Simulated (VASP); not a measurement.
Runs of VASP 6.6.1 on AlN. The structure is that of space group P6_3mc (No. 186), or close to it. The cells are those of the table. 

```tsv
task	cell	k mesh	cutoff (eV)	smearing	gap on the mesh (eV)	pressure (GPa)
single point	a = 3.116, b = 3.116, c = 4.996 Å, angles 90.0, 90.0, 120.0°, 4 atoms	8 × 8 × 4	520	gaussian 0.01 eV	4.83	(a)
single point	a = 3.077, b = 3.077, c = 4.919 Å, angles 90.0, 90.0, 120.0°, 4 atoms	8 × 8 × 4	520	gaussian 0.01 eV	(b)	6.6
single point	a = 3.065, b = 3.065, c = 4.896 Å, angles 90.0, 90.0, 120.0°, 4 atoms	8 × 8 × 4	520	gaussian 0.01 eV	5.31	9.7
relaxation of cell and atoms	relaxed to -2 GPa from a = 3.107, b = 3.107, c = 4.979 Å, angles 90.0, 90.0, 120.0°, 4 atoms	8 × 8 × 4	600	gaussian 0.01 eV	4.85	-2.0
single point	a = 3.107, b = 3.107, c = 4.979 Å, angles 90.0, 90.0, 120.0°, 4 atoms	12 × 12 × 6	520	fermi-dirac 0.08 eV	4.92	-0.4
```

Alike in all rows: level r2SCAN; potentials or basis VASP PAW PBE potentials, release 64 (Al, N); no spin polarisation.

Task: Fill in the values left out.

Result: (a) -2.4; (b) 5.20.

Caveats: the PAW data sets were made with another functional, which shifts forces and pressure a little; the cell is relaxed towards a set pressure, so the enthalpy falls and the energy may rise (some runs).

A k mesh can miss the band edges.
